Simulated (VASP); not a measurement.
# NaI (I4/mmm) in VASP: notebook

The runs below take NaI through single point, with PBE.

All numbers are computed with VASP 6.6.1; they aren't measurements. Logs are shortened: lines on timing, memory, paths and dates and some standing lists are left out, and cuts for length are marked.

## (1) The cell of the first run

Symmetry: I4/mmm, No. 139, tetragonal system. The conventional cell has a = 4.577 Å, b = 4.577 Å, c = 6.667 Å, α = 90.00°, β = 90.00°, γ = 90.00°. Within 4.3 Å of Na (site symmetry 4/mmm) lie 6 I at 3.24 to 3.33 Å. I (site symmetry 4/mmm) has 6 Na at 3.24 to 3.33 Å within 4.3 Å.

## (2) Single point, PBE (strain +0.000 along x and y, +0.030 along z)

INCAR reads:

```
SYSTEM = NaI
  PREC = Accurate
  ENCUT = 520
  EDIFF = 1E-6
  ISMEAR = 0
  SIGMA = 0.05
  LREAL = .FALSE.
  LASPH = .TRUE.
  NELM = 80
  ALGO = Normal
  ISIF = 2
  LWAVE = .FALSE.
  LCHARG = .TRUE.
  GGA = PE
  LELF = .TRUE.
  LVHAR = .TRUE.
  NBANDS = 14
```

KPOINTS reads:

```
regular mesh
0
G
  6 6 6
  0 0 0
```

POSCAR reads:

```
NaI
1.0
    0.0000000000      3.2364000000      3.3334920000
    3.2364000000      0.0000000000      3.3334920000
    3.2364000000      3.2364000000      0.0000000000
Na I
1 1
Direct
    0.0000000000      0.0000000000      0.0000000000
    0.5000000000      0.5000000000      0.5000000000
```

Potentials or basis: VASP PAW PBE potentials, release 64 (Na_pv, I).

Started as:

```bash
> cat potpaw_PBE.64/Na_pv/POTCAR potpaw_PBE.64/I/POTCAR > POTCAR
> mpirun -np 1 vasp_std > vasp.out
```

OUTCAR:

```text
SYSTEM = NaI
   PREC = Accurate
   ENCUT = 520
   EDIFF = 1E-6
   ISMEAR = 0
   LREAL = .FALSE.
   LASPH = .TRUE.
   NELM = 80
   ISIF = 2
   GGA = PE

 ion  position               nearest neighbor table
   1  0.000  0.000  0.000-
   2  0.500  0.500  0.500-

  LATTYP: Found a body centered tetragonal cell.
 ALAT       =     4.5769607733
 C/A-ratio  =     1.4566399692

  Lattice vectors:

 A1 = (  -3.2364000000,   0.0000000000,   3.3334920000)
 A2 = (   3.2364000000,   0.0000000000,   3.3334920000)
 A3 = (   0.0000000000,   3.2364000000,  -3.3334920000)

Analysis of symmetry for initial positions (statically):
=====================================================================
 Subroutine PRICEL returns:
 Original cell was already a primitive cell.

 Routine SETGRP: Setting up the symmetry group for a
 body centered tetragonal supercell.

 Subroutine GETGRP returns: Found 16 space group operations
 (whereof 16 operations were pure point group operations)
 out of a pool of 16 trial point group operations.

The static configuration has the point symmetry D_4h.

Analysis of symmetry for dynamics (positions and initial velocities):
=====================================================================
 Subroutine PRICEL returns:
 Original cell was already a primitive cell.

 Routine SETGRP: Setting up the symmetry group for a
 body centered tetragonal supercell.

 Subroutine GETGRP returns: Found 16 space group operations
 (whereof 16 operations were pure point group operations)
 out of a pool of 16 trial point group operations.

The dynamic configuration has the point symmetry D_4h.

 Subroutine INISYM returns: Found 16 space group operations
 (whereof 16 operations are pure point group operations),
 and found     1 'primitive' translations

----------------------------------------------------------------------------------------

                                     Primitive cell

  volume of cell :      69.8319

  direct lattice vectors                    reciprocal lattice vectors
     0.000000000  3.236400000  3.333492000    -0.154492646  0.154492646  0.149992860
     3.236400000  0.000000000  3.333492000     0.154492646 -0.154492646  0.149992860
     3.236400000  3.236400000  0.000000000     0.154492646  0.154492646 -0.149992860

  length of vectors
     4.646122456  4.646122456  4.576960773     0.265016629  0.265016629  0.265016629

  position of ions in fractional coordinates (direct lattice)
     0.000000000  0.000000000  0.000000000
     0.500000000  0.500000000  0.500000000

[... 82 lines left out ...]
   ISIF   =      2    stress and relaxation
   ISYM   =      2    0-nonsym 1-usesym 2-fastsym
   POTIM  = 0.5000    time-step for ionic-motion
   TEBEG  =    0.0;   TEEND  =   0.0 temperature during run
   PSTRESS=    0.0 pullay stress
   NELECT =      14.0000    total number of electrons
   NUPDOWN=      -1.0000    fix difference up-down
   EMIN   =  10.00;   EMAX   =-10.00  energy-range for DOS
   EFERMI =   0.00;   METHOD = LEGACY
   ISMEAR =     0;   SIGMA  =   0.05  broadening in eV -4-tet -1-fermi 0-gaus
   EFERMI_NEDOS =   21; number of points for ismear=-14 and -15
   IALGO  =     38    algorithm
   IMIX   =      4    mixing-type and parameters
     AMIX     =   0.40;   BMIX     =  1.00
     AMIX_MAG =   1.60;   BMIX_MAG =  1.00
  volume/ion in A,a.u.               =      34.92       235.62
  Fermi-wavevector in a.u.,A,eV,Ry     =   0.958149  1.810638 12.490814  0.918049
  Thomas-Fermi vector in A             =   2.087230
   LORBIT       =      0    0 simple, 1 ext, 2 COOP (PROOUT), +10 PAW based schemes
   GGA     = PE    functional components
   LHFCALC =     F    Hartree Fock is set to
   AEXX    =    0.0000 exact exchange contribution
   IVDW    =     0    specifies the selected vdW correction
   LEPSILON=     F    determine dielectric tensor
   LRPA    =     F    only Hartree local field effects (RPA)
 non-spin polarized calculation
 Gauss-broadening in eV      SIGMA  =   0.05
  energy-cutoff  :      520.00
  volume of cell :       69.83
 maximum number of plane-waves:      1911
 NGX is ok and might be reduce to    36
   NGX = 17   NGY = 17   NGZ = 17

 number of electron      13.9999993 magnetization

 Free energy of the ion-electron system (eV)
  ---------------------------------------------------
  ext. energy  EPLUGINS =         0.00000000
  ---------------------------------------------------
  free energy    TOTEN  =        -5.38481690 eV

  energy without entropy =       -5.38481690  energy(sigma->0) =       -5.38481690

 E-fermi :   0.9487     XC(G=0):  -7.5850

 val. band max:        0.6261177283   @ k =   0.0000   0.0000   0.0000
 cond. band min:       4.1710400113   @ k =   0.0000   0.0000   0.0000
 fundamental gap:      3.5449222830
 Fermi energy:         0.9486904302

 k-point     1 :       0.0000    0.0000    0.0000
  band No.  band energies     occupation
      1     -21.8717      2.00000
      2     -21.8685      2.00000
      3     -21.8685      2.00000
      4     -10.3399      2.00000
      5       0.5935      2.00000
      6       0.5935      2.00000
      7       0.6261      2.00000
      8       4.1710      0.00000
      9       8.4095      0.00000
     10       8.6004      0.00000
     11       8.6004      0.00000
     12      10.1377      0.00000
     13      10.4623      0.00000
     14      11.0229      0.00000
[... 377 lines left out ...]
      1     -21.8732      2.00000
      2     -21.8716      2.00000
      3     -21.8701      2.00000
      4      -9.9936      2.00000
      5      -1.0850      2.00000
      6      -0.3192      2.00000
      7      -0.0118      2.00000
      8       5.5997      0.00000
      9       6.7623      0.00000
     10       9.0877      0.00000
     11      10.0209      0.00000
     12      11.2405      0.00000
     13      12.9283      0.00000
     14      13.5457      0.00000

 [... further k-points ...]
[... 5 lines left out ...]
  --------------------------------------------------------------------------------------
  -------------------------------------------------------------------------------------
  Total        0.0821275      0.0821275     -0.1784900      0.0000000      0.0000000      0.0000000
  in kB        1.8842797      1.8842797     -4.0951577      0.0000000      0.0000000      0.0000000
  external PRESSURE =      -0.1088661 kB  Pullay stress =       0.0000000 kB

 VOLUME and BASIS-vectors are now :
 -----------------------------------------------------------------------------
  energy-cutoff  :      520.00
  volume of cell :       69.83
      direct lattice vectors                 reciprocal lattice vectors
     0.000000000  3.236400000  3.333492000    -0.154492646  0.154492646  0.149992860
     3.236400000  0.000000000  3.333492000     0.154492646 -0.154492646  0.149992860
     3.236400000  3.236400000  0.000000000     0.154492646  0.154492646 -0.149992860

 POSITION                                       TOTAL-FORCE (eV/Angst)
 -----------------------------------------------------------------------------------
      0.00000      0.00000      0.00000         0.000000     -0.000000      0.000000
      3.23640      3.23640      3.33349        -0.000000      0.000000      0.000000
 -----------------------------------------------------------------------------------
    total drift:                                0.000000      0.000000      0.000000

  FREE ENERGIE OF THE ION-ELECTRON SYSTEM (eV)
  ---------------------------------------------------
  free  energy   TOTEN  =        -5.3848168982 eV

  energy  without entropy=       -5.3848168982  energy(sigma->0) =       -5.38481690
```

OSZICAR:

```text
N       E                     dE             d eps       ncg     rms          rms(c)
DAV:   1     0.824759807384E+02    0.82476E+02   -0.65197E+03   840   0.886E+02
DAV:   2     0.113920942957E+01   -0.81337E+02   -0.76163E+02   864   0.222E+02
DAV:   3    -0.529467528249E+01   -0.64339E+01   -0.63971E+01  1098   0.609E+01
DAV:   4    -0.545367715016E+01   -0.15900E+00   -0.15896E+00  1074   0.985E+00
DAV:   5    -0.545716515600E+01   -0.34880E-02   -0.34880E-02  1152   0.132E+00    0.160E+00
DAV:   6    -0.539191097411E+01    0.65254E-01   -0.75750E-02  1002   0.157E+00    0.108E+00
DAV:   7    -0.538259999953E+01    0.93110E-02   -0.68024E-02  1056   0.132E+00    0.616E-01
DAV:   8    -0.538484268708E+01   -0.22427E-02   -0.57556E-03   960   0.592E-01    0.184E-01
DAV:   9    -0.538479989604E+01    0.42791E-04   -0.21584E-04  1068   0.126E-01    0.436E-02
DAV:  10    -0.538481537500E+01   -0.15479E-04   -0.39597E-05  1002   0.611E-02    0.106E-02
DAV:  11    -0.538481650073E+01   -0.11257E-05   -0.40822E-06  1098   0.186E-02    0.190E-03
DAV:  12    -0.538481689818E+01   -0.39745E-06   -0.52984E-07   902   0.533E-03
   1 F= -.53848169E+01 E0= -.53848169E+01  d E =-.109694E-21
```

It took 22 s on 1 thread of Intel Xeon Platinum 8259CL at 2.50GHz (Skylake/Cascade Lake), shared host; peak memory 0.21 GiB.

Results:

```yaml
Free_energy: -5.3848 eV
Pressure: 0.0 GPa
Band_gap_on_the_k_mesh: 3.54 eV
```

Stress tensor (GPa, compression positive):
```
 0.19  0.00  0.00
 0.00  0.19  0.00
 0.00  0.00 -0.41
```

Caveat: the cell differs from its parent crystal (strain +0.000 along x and y, +0.030 along z); spin-orbit coupling is left out, which moves the levels of the heavy elements.

## (3) Single point, PBE (strain +0.000 along x and y, +0.015 along z)

INCAR reads:

```
PREC = Accurate ; ENCUT = 520
EDIFF = 1E-6 ; ISMEAR = 0
SIGMA = 0.05 ; LREAL = False
LASPH = True ; NELM = 80
ALGO = Normal ; ISIF = 2
LWAVE = False ; LCHARG = True
GGA = PE ; LELF = True
LVHAR = True ; NBANDS = 14
```

KPOINTS reads:

```
regular mesh
0
Gamma
  6 6 6
```

POSCAR reads:

```
NaI
1.0
    0.0000000000      3.2364000000      3.2849460000
    3.2364000000      0.0000000000      3.2849460000
    3.2364000000      3.2364000000      0.0000000000
Na I
1 1
Direct
    0.0000000000      0.0000000000      0.0000000000
    0.5000000000      0.5000000000      0.5000000000
```

Potentials or basis: VASP PAW PBE potentials, release 64 (Na_pv, I).

Started as:

```bash
> cat potpaw_PBE.64/Na_pv/POTCAR potpaw_PBE.64/I/POTCAR > POTCAR
> mpirun -np 1 vasp_std > vasp.out
```

Run time: 21 s. Hardware: 1 thread of Intel Xeon Platinum 8259CL at 2.50GHz (Skylake/Cascade Lake), shared host; peak memory 0.21 GiB.

The run converged. Its results:

* Free energy: -5.3862 eV
* Pressure: 0.2 GPa
* Band gap on the k mesh: 3.59 eV

Stress tensor (GPa, compression positive):
```
 0.30  0.00  0.00
 0.00  0.30  0.00
 0.00  0.00 -0.03
```

Levels at points of the mesh, in eV from the valence-band top:
```
           k point  band 5  band 6  band 7  band 8  band 9  band 10
(0.00, 0.00, 0.00)   -0.02   -0.02    0.00    3.59    7.85     7.95
(0.50, 0.00, 0.00)   -2.14   -0.30   -0.27    5.08    7.37     7.48
(0.50, 0.50, 0.00)   -1.87   -0.71   -0.71    4.48    5.59     9.69
(0.50, 0.00, 0.50)   -1.86   -0.78   -0.72    4.47    5.56     9.80
```

Caveat: the cell differs from its parent crystal (strain +0.000 along x and y, +0.015 along z); spin-orbit coupling is left out, which moves the levels of the heavy elements.

## (4) Single point, PBE (strain +0.015 along x and y, +0.000 along z)

INCAR reads:

```
PREC     = Accurate       # precision mode
ENCUT    = 520            # plane-wave cutoff, eV
EDIFF    = 1E-7           # SCF threshold, eV
ISMEAR   = 0              # smearing method
SIGMA    = 0.05           # smearing width, eV
LREAL    = False          # projectors in reciprocal space
LASPH    = True           # aspherical terms in the spheres
NELM     = 60             # most SCF steps
ALGO     = Normal         # electronic algorithm
ISIF     = 2              # what is computed and relaxed
LWAVE    = False          # write WAVECAR
LCHARG   = True           # write CHGCAR
GGA      = PE             # functional
LELF     = True           # ELF
LVHAR    = True         
NBANDS   = 14             # bands
```

KPOINTS reads:

```
Automatic mesh
0
Gamma
  6 6 6
```

POSCAR reads:

```
NaI
1.0
    0.0000000000      3.2849460000      3.2364000000
    3.2849460000      0.0000000000      3.2364000000
    3.2849460000      3.2849460000      0.0000000000
Na I
1 1
Direct
    0.0000000000      0.0000000000      0.0000000000
    0.5000000000      0.5000000000      0.5000000000
```

Started as:

```bash
> cat potpaw_PBE.64/Na_pv/POTCAR potpaw_PBE.64/I/POTCAR > POTCAR
> mpirun -np 1 vasp_std > vasp.out
```

It took 23 s on 1 thread of Intel Xeon Platinum 8259CL at 2.50GHz (Skylake/Cascade Lake), shared host; peak memory 0.21 GiB.

The run converged. Its results:

```yaml
Free_energy: -5.3867 eV
Pressure: 0.0 GPa
Band_gap_on_the_k_mesh: 3.56 eV
```

Stress tensor (GPa, compression positive):
```
-0.15  0.00  0.00
 0.00 -0.15  0.00
 0.00  0.00  0.18
```

Levels at points of the mesh, in eV from the valence-band top:
```
           k point  band 3  band 4  band 5  band 6  band 7  band 8  band 9  band 10  band 11  band 12
(0.00, 0.00, 0.00)  -22.48  -10.95   -0.02    0.00    0.00    3.56    7.89     7.89     7.99     9.61
(0.50, 0.00, 0.00)  -22.48  -10.66   -2.08   -0.28   -0.26    5.08    7.36     7.47     8.51    10.23
(0.50, 0.50, 0.00)  -22.48  -10.58   -1.81   -0.73   -0.73    4.45    5.58     9.75    11.08    11.08
(0.50, 0.00, 0.50)  -22.48  -10.60   -1.81   -0.73   -0.67    4.47    5.61     9.64    11.02    11.26
```

Caveat: the cell differs from its parent crystal (strain +0.015 along x and y, +0.000 along z); spin-orbit coupling is left out, which moves the levels of the heavy elements.

## (5) Single point, PBE

This run uses another cell than the first one, of 34.41 Å³/atom.

INCAR reads:

```
SYSTEM = NaI
ALGO = Normal
EDIFF = 1E-6
ENCUT = 520
GGA = PE
ISIF = 2
ISMEAR = 0
LASPH = .True.
LCHARG = .True.
LELF = .True.
LREAL = .False.
LVHAR = .True.
LWAVE = .False.
NBANDS = 14
NELM = 100
PREC = Accurate
SIGMA = 0.05
```

KPOINTS reads:

```
k-points
0
Gamma
  6 6 6
  0 0 0
```

POSCAR reads:

```
NaI
1.0
    0.0000000000      3.2364000000      3.2849460000
    3.2364000000      0.0000000000      3.2849460000
    3.2364000000      3.2364000000      0.0000000000
Na I
1 1
Direct
    0.0000000000      0.0000000000      0.0000000000
    0.5000000000      0.5000000000      0.5000000000
```

Potentials or basis: VASP PAW PBE potentials, release 64 (Na_pv, I).

Started as:

```bash
> cat potpaw_PBE.64/Na_pv/POTCAR potpaw_PBE.64/I/POTCAR > POTCAR
> mpirun -np 1 vasp_std > vasp.out
```

OUTCAR:

```text
SYSTEM = NaI
   EDIFF = 1E-6
   ENCUT = 520
   GGA = PE
   ISIF = 2
   ISMEAR = 0
   LASPH = .True.
   LREAL = .False.
   NELM = 100
   PREC = Accurate

 ion  position               nearest neighbor table
   1  0.000  0.000  0.000-
   2  0.500  0.500  0.500-

  LATTYP: Found a body centered tetragonal cell.
 ALAT       =     4.5769607733
 C/A-ratio  =     1.4354267658

  Lattice vectors:

 A1 = (  -3.2364000000,   0.0000000000,   3.2849460000)
 A2 = (   3.2364000000,   0.0000000000,   3.2849460000)
[... 583 lines left out ...]
      7       0.0747      2.00000
      8       5.7176      0.00000
      9       6.8670      0.00000
     10       9.2347      0.00000
     11      10.1826      0.00000
     12      11.4189      0.00000
     13      13.1292      0.00000
     14      13.7488      0.00000

 [... further k-points ...]
[... 5 lines left out ...]
  --------------------------------------------------------------------------------------
  -------------------------------------------------------------------------------------
  Total        0.1308751      0.1308751     -0.0141661      0.0000000     -0.0000000      0.0000000
  in kB        3.0470877      3.0470877     -0.3298219      0.0000000     -0.0000000      0.0000000
  external PRESSURE =       1.9214512 kB  Pullay stress =       0.0000000 kB

 VOLUME and BASIS-vectors are now :
 -----------------------------------------------------------------------------
  energy-cutoff  :      520.00
  volume of cell :       68.81
      direct lattice vectors                 reciprocal lattice vectors
     0.000000000  3.236400000  3.284946000    -0.154492646  0.154492646  0.152209504
     3.236400000  0.000000000  3.284946000     0.154492646 -0.154492646  0.152209504
     3.236400000  3.236400000  0.000000000     0.154492646  0.154492646 -0.152209504

 POSITION                                       TOTAL-FORCE (eV/Angst)
 -----------------------------------------------------------------------------------
      0.00000      0.00000      0.00000        -0.000000      0.000000      0.000000
      3.23640      3.23640      3.28495         0.000000     -0.000000     -0.000000
 -----------------------------------------------------------------------------------
    total drift:                                0.000000      0.000000      0.000000

  FREE ENERGIE OF THE ION-ELECTRON SYSTEM (eV)
  ---------------------------------------------------
  free  energy   TOTEN  =        -5.3862017304 eV

  energy  without entropy=       -5.3862017304  energy(sigma->0) =       -5.38620173
```

It took 21 s on 1 thread of Intel Xeon Platinum 8259CL at 2.50GHz (Skylake/Cascade Lake), shared host; peak memory 0.21 GiB.

What came out:

```yaml
Free_energy: -5.3862 eV
Pressure: 0.2 GPa
Band_gap_on_the_k_mesh: 3.59 eV
```

Levels at points of the mesh, in eV from the valence-band top:
```tsv
k point	band 3	band 4	band 5	band 6	band 7	band 8	band 9	band 10	band 11	band 12
(0.00, 0.00, 0.00)	-22.47	-10.99	-0.02	-0.02	0.00	3.59	7.85	7.95	7.95	9.63
(0.50, 0.00, 0.00)	-22.47	-10.69	-2.14	-0.30	-0.27	5.08	7.37	7.48	8.61	10.26
(0.50, 0.50, 0.00)	-22.47	-10.63	-1.87	-0.71	-0.71	4.48	5.59	9.69	11.25	11.25
(0.50, 0.00, 0.50)	-22.47	-10.61	-1.86	-0.78	-0.72	4.47	5.56	9.80	11.06	11.30
```

Caveat: spin-orbit coupling is left out, which moves the levels of the heavy elements.

## (6) Single point, PBE (strain +0.015 along x and y, +0.030 along z)

INCAR reads:

```
  ALGO = Normal
  EDIFF = 1E-7
  ENCUT = 520
  GGA = PE
  ISIF = 2
  ISMEAR = 0
  LASPH = True
  LCHARG = True
  LELF = True
  LREAL = False
  LVHAR = True
  LWAVE = False
  NBANDS = 14
  NELM = 60
  PREC = Accurate
  SIGMA = 0.05
```

KPOINTS reads:

```
k-points
0
Gamma
  6 6 6
```

POSCAR reads:

```
NaI
1.0
    0.0000000000      3.2849460000      3.3334920000
    3.2849460000      0.0000000000      3.3334920000
    3.2849460000      3.2849460000      0.0000000000
Na I
1 1
Direct
    0.0000000000      0.0000000000      0.0000000000
    0.5000000000      0.5000000000      0.5000000000
```

Potentials or basis: VASP PAW PBE potentials, release 64 (Na_pv, I).

Started as:

```bash
> cat potpaw_PBE.64/Na_pv/POTCAR potpaw_PBE.64/I/POTCAR > POTCAR
> mpirun -np 1 vasp_std > vasp.out
```

It took 23 s on 1 thread of Intel Xeon Platinum 8259CL at 2.50GHz (Skylake/Cascade Lake), shared host; peak memory 0.21 GiB.

It converged, with:

```
Free energy            : -5.3836 eV
Pressure               : -0.5 GPa
Band gap on the k mesh : 3.48 eV
```

Stress tensor (GPa, compression positive):
```
-0.37  0.00  0.00
 0.00 -0.37  0.00
 0.00  0.00 -0.62
```

Levels at points of the mesh, in eV from the valence-band top:
| k point | band 4 | band 5 | band 6 | band 7 | band 8 | band 9 | band 10 | band 11 |
| --- | --- | --- | --- | --- | --- | --- | --- | --- |
| (0.00, 0.00, 0.00) | -10.89 | -0.02 | -0.02 | 0.00 | 3.48 | 7.85 | 7.94 | 7.94 |
| (0.50, 0.00, 0.00) | -10.62 | -1.99 | -0.27 | -0.25 | 5.06 | 7.33 | 7.43 | 8.29 |
| (0.50, 0.50, 0.00) | -10.57 | -1.73 | -0.66 | -0.66 | 4.44 | 5.67 | 9.42 | 10.98 |
| (0.50, 0.00, 0.50) | -10.56 | -1.73 | -0.72 | -0.66 | 4.43 | 5.63 | 9.53 | 10.80 |

Caveat: the cell differs from its parent crystal (strain +0.015 along x and y, +0.030 along z); spin-orbit coupling is left out, which moves the levels of the heavy elements.

## (7) Overview

| cell | gap on the mesh (eV) | pressure (GPa) |
| --- | --- | --- |
| a = 4.646, b = 4.646, c = 4.577 Å, angles 60.5, 60.5, 59.0°, 2 atoms | 3.54 | 0.0 |
| a = 4.611, b = 4.611, c = 4.577 Å, angles 60.2, 60.2, 59.5°, 2 atoms | 3.59 | 0.2 |
| a = 4.611, b = 4.611, c = 4.646 Å, angles 59.8, 59.8, 60.5°, 2 atoms | 3.56 | 0.0 |
| a = 4.680, b = 4.680, c = 4.646 Å, angles 60.2, 60.2, 59.5°, 2 atoms | 3.48 | -0.5 |

Alike in all rows: task single point; level PBE; potentials or basis VASP PAW PBE potentials, release 64 (Na_pv, I); no spin polarisation; k mesh 6 × 6 × 6; cutoff (eV) 520; smearing gaussian 0.05 eV.

Caveats: spin-orbit coupling is left out, which moves the levels of the heavy elements.

Absolute energies hang on the potentials; compare differences alone.
